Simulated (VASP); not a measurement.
# SnO: single point with PBE+D3(BJ)

The system is SnO.

```
Sn O
1.0
     2.73691   -2.73780    0.00000
     2.73691    2.73780    0.00000
     0.00000    0.00000   10.22196
Sn O
4 4
Cartesian
  2.7369 -1.2952 8.8303
  2.7369 1.2952 1.3916
  2.7369 -1.4426 3.7193
  2.7369 1.4426 6.5026
  1.3685 -0.0654 2.5555
  4.1054 0.0654 7.6665
  1.3685 0.0654 7.6665
  4.1054 -0.0654 2.5555
```

```yaml
Program: VASP 6.6.1
Task: single point
Functional: PBE
Dispersion: D3(BJ)
Potentials_or_basis: VASP PAW PBE potentials, release 64 (Sn_d, O)
Cutoff: 520 eV
k_mesh: 6 × 6 × 2
Occupations: gaussian, width 0.1 eV
Spin: no spin polarisation
Dipole_correction: no
Further_INCAR_settings: ALGO = Normal; EDIFF = 1e-06; NBANDS = 50
```

The pressure is -2.0 GPa. The largest force is 0.050 eV/Å, the band gap on the k mesh is 0.54 eV and the dispersion energy per atom is -0.214 eV.

Forces on the atoms (eV/Å):
```
Sn   0.000 -0.050  0.007
Sn   0.000  0.050 -0.007
Sn   0.000  0.050  0.007
Sn   0.000 -0.050 -0.007
O    0.000 -0.001  0.000
O    0.000  0.001  0.000
O    0.000  0.001  0.000
O    0.000 -0.001  0.000
```

Levels at points of the mesh, in eV from the valence-band top:
| k point | band 36 | band 37 | band 38 | band 39 | band 40 | band 41 | band 42 | band 43 | band 44 | band 45 |
| --- | --- | --- | --- | --- | --- | --- | --- | --- | --- | --- |
| (0.00, 0.00, 0.00) | -2.85 | -2.84 | -2.84 | -1.94 | 0.00 | 1.74 | 1.88 | 3.36 | 3.36 | 3.77 |
| (0.50, 0.00, 0.00) | -4.40 | -2.32 | -2.32 | -1.51 | -1.51 | 2.43 | 2.43 | 3.01 | 3.01 | 5.55 |
| (0.50, 0.50, 0.00) | -2.20 | -2.20 | -2.20 | -1.76 | -1.73 | 0.54 | 0.56 | 2.63 | 2.64 | 3.63 |
| (0.00, 0.00, 0.50) | -2.85 | -2.84 | -2.84 | -0.70 | -0.70 | 1.69 | 1.69 | 3.85 | 3.85 | 3.85 |
| (0.50, 0.00, 0.50) | -4.41 | -2.00 | -2.00 | -1.80 | -1.80 | 2.62 | 2.62 | 2.80 | 2.80 | 5.64 |
| (0.50, 0.50, 0.50) | -2.20 | -2.07 | -2.07 | -2.04 | -2.04 | 1.27 | 1.27 | 1.29 | 1.29 | 4.98 |

Wall time 5.2 min on 1 thread of Intel Xeon 8259CL (shared host), peak memory 0.34 GiB.

Caveat: spin-orbit coupling is left out, which moves the levels of the heavy elements. A k mesh can miss the band edges.
